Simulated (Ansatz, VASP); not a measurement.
# Co in VASP and in Ansatz

Contents of INCAR:

```
PREC = Accurate ; ENCUT = 520
EDIFF = 1E-6 ; ISMEAR = -1
SIGMA = 0.05 ; LREAL = False
LASPH = True ; NELM = 150
ALGO = Normal ; ISIF = 2
LWAVE = False ; LCHARG = True
ISPIN = 2 ; MAGMOM = 1.7 1.7 1.7
LORBIT = 11 ; LMAXMIX = 4
GGA = PE ; LELF = True
LVHAR = True ; NBANDS = 24
```

Contents of KPOINTS:

```
regular mesh
0
Gamma
  10 10 14
```

Contents of POSCAR:

```
Co
1.0
    3.3608781892      0.0000000000      0.0000000000
   -1.6804390946      2.9106058909      0.0000000000
    0.0000000000      0.0000000000      2.0338153326
Co
3
Direct
    0.0000000000      0.0000000000      0.0000000000
    0.3333333333      0.6666666667      0.5000000000
    0.6666666667      0.3333333333      0.5000000000
```

Input for Ansatz:

```yaml
crystal:
  lattice:
    - [3.3608781892, 0.0, 0.0]
    - [-1.6804390946, 2.9106058909, 0.0]
    - [0.0, 0.0, 2.0338153326]
  atoms:
    - { symbol: Co, position: [0.0, 0.0, 0.0], spin: 1.7 }
    - { symbol: Co, position: [0.3333333333, 0.6666666667, 0.5], spin: 1.7 }
    - { symbol: Co, position: [0.6666666667, 0.3333333333, 0.5], spin: 1.7 }
magnetization:
  spin_polarized: true
kpoints:
  mp_grid: { grid: [10, 10, 14] }
scf:
  occupations: { method: fermi_dirac, width: 0.05 }
hamiltonian:
  xc: pbe
  pseudopotentials: { kind: all_electron, lapw: { basis_error: 0.001 } }
output:
  forces: true
  stress: true
  eigenvalues: true
  populations: true
```

Change from the starting cell: volume scaled by 0.6, LAPW.

Alike in both runs: task single point; functional PBE; k mesh 10 × 10 × 14; occupations fermi-dirac, width 0.05 eV; collinear spin.

|  | VASP | Ansatz |
| --- | --- | --- |
| version | VASP 6.6.1 | Ansatz 0.2.0 |
| potentials or method | VASP PAW PBE potentials, release 64 (Co), cutoff 520 eV | all-electron LAPW, scalar-relativistic |

```tsv
	VASP	Ansatz	Ansatz less VASP
pressure (GPa)	323.7	328.8	+5.04
traceless stress, the component that is largest in VASP (GPa)	1.01	0.52	-0.486
net moment per atom (μB)	0.33	0.34	+0.015
size of the moment on the site where the two differ most (μB)	0.34	0.38	+0.040
```

Site moments also hang on the region over which each program counts them. Both programs put the cell under a high pressure, so it lies far from rest at this level. Ansatz ran all-electron here, and VASP with PAW potentials.

Noted on VASP's run: the cell as given lies far from equilibrium.
